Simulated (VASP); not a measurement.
# Ge: single point with PBE

Crystal: Ge.

```xyz
1
Lattice="0.0000 2.0984 2.0984 2.0984 0.0000 2.0984 2.0984 2.0984 0.0000" Properties=species:S:1:pos:R:3 pbc="T T T"
Ge    0.0000    0.0000    0.0000
```

* Program: VASP 6.6.1
* Task: single point
* Functional: PBE
* Potentials or basis: VASP PAW PBE potentials, release 64 (Ge_d)
* Cutoff: 500 eV
* k mesh: 6 × 6 × 6
* Occupations: gaussian, width 0.1 eV
* Spin: no spin polarisation
* Dipole correction: no
* Further INCAR settings: ALGO = Normal; EDIFF = 1e-06; NBANDS = 13

- Pressure: 6.3 GPa
- Band gap on the k mesh: zero (band 7 reaches 16.24 eV, above the bottom of band 8 at 4.65 eV)

Levels at points of the mesh, in eV from the Fermi level:
```
           k point  band 4  band 5  band 6  band 7  band 8  band 9  band 10  band 11
(0.00, 0.00, 0.00)  -24.74  -24.74  -13.44    9.12    9.12    9.12    14.12    14.12
(0.50, 0.00, 0.00)  -24.69  -24.69   -8.01   -5.76    6.98    6.98    12.33    12.76
(0.50, 0.50, 0.00)  -24.68  -24.68   -5.62   -4.47    2.61    2.61     6.42     6.65
```

It took 6.4 s on 1 thread of Intel Xeon 8259CL, on a shared host, peak memory 0.13 GiB.

Caveat: the k points lie up to 0.43 Å⁻¹ apart.
